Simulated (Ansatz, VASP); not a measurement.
**InP in VASP and in Ansatz**

```
In P
1.0
     0.00000    2.93050    2.93050
     2.93050    0.00000    2.93050
     2.93050    2.93050    0.00000
In P
1 1
Direct
  0.00000 0.00000 0.00000
  0.25000 0.25000 0.25000
```

Alike in both runs: task single point; functional BLYP; k mesh 6 × 6 × 6; no spin polarisation.

|  | VASP | Ansatz |
| --- | --- | --- |
| version | VASP 6.6.1 | Ansatz 0.2.0 |
| potentials or method | VASP PAW PBE potentials, release 64 (In_d, P) | plane waves, PAW |
| plane-wave cutoff (eV) | 520 | 420 |
| occupations | gaussian, width 0.01 eV | fixed |
| valence electrons in the cell | 18 | 18 |

VASP gave:

```
pressure (GPa) : 6.8
```

**Question.** Which values does Ansatz return?

**Answer.** Pressure (GPa): 6.7.

VASP's potentials were made for PBE, not for BLYP.
